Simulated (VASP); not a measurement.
Input of a VASP 6.6.1 run:

File INCAR:

```
PREC = Accurate
ENCUT = 520
EDIFF = 1E-6
ISMEAR = 0
SIGMA = 0.15
LREAL = False
LASPH = True
NELM = 80
ALGO = Fast
ISIF = 2
LWAVE = False
LCHARG = True
LELF = True
LVHAR = True
NBANDS = 12
```

Contents of KPOINTS:

```
regular mesh
0
Gamma
  28 28 28
```

Contents of POSCAR:

```
Zn
1.0
   -1.5057834831      1.5057834831      1.5057834831
    1.5057834831     -1.5057834831      1.5057834831
    1.5057834831      1.5057834831     -1.5057834831
Zn
1
Direct
    0.0000000000      0.0000000000      0.0000000000
```

Potentials or basis: VASP PAW LDA potentials, release 64 (Zn).

The run is started by

```console
$ cat potpaw_LDA.64/Zn/POTCAR > POTCAR
$ mpirun -np 1 vasp_std > vasp.out
```

Q: Estimate the band gap on the k mesh.

A: Zero (bands 6 and 7 overlap by 5.15 eV).

Q: Estimate the pressure.

A: 0.8 GPa.
